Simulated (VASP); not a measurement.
Crystal: Be2Si.

```
CELL_PARAMETERS angstrom
0.00000 2.64000 2.64000
2.64000 0.00000 2.64000
2.64000 2.64000 0.00000
ATOMIC_POSITIONS crystal
Be 0.75000 0.75000 0.75000
Be 0.25000 0.25000 0.25000
Si 0.00000 0.00000 0.00000
```

Base run:

- Program: VASP 6.6.1
- Functional: PBE
- Potentials or basis: VASP PAW PBE potentials, release 64 (Be, Si)
- Cutoff: 600 eV
- k mesh: 8 × 8 × 8
- Occupations: fermi-dirac, width 0.136057 eV
- Spin: no spin polarisation

Its results: band gap on the k mesh zero (bands 4 and 5 overlap by 0.63 eV); pressure 0.3 GPa.

Task: The run is repeated on the same cell with these changes: functional from PBE to PBEsol; occupations from fermi-dirac, width 0.136057 eV to methfessel-paxton, width 0.11 eV. What comes out?

Result: Band gap on the k mesh zero (bands 4 and 5 overlap by 0.60 eV); pressure -0.9 GPa.

Caveats: the PAW data sets were made with another functional, which shifts forces and pressure a little (at least some runs).
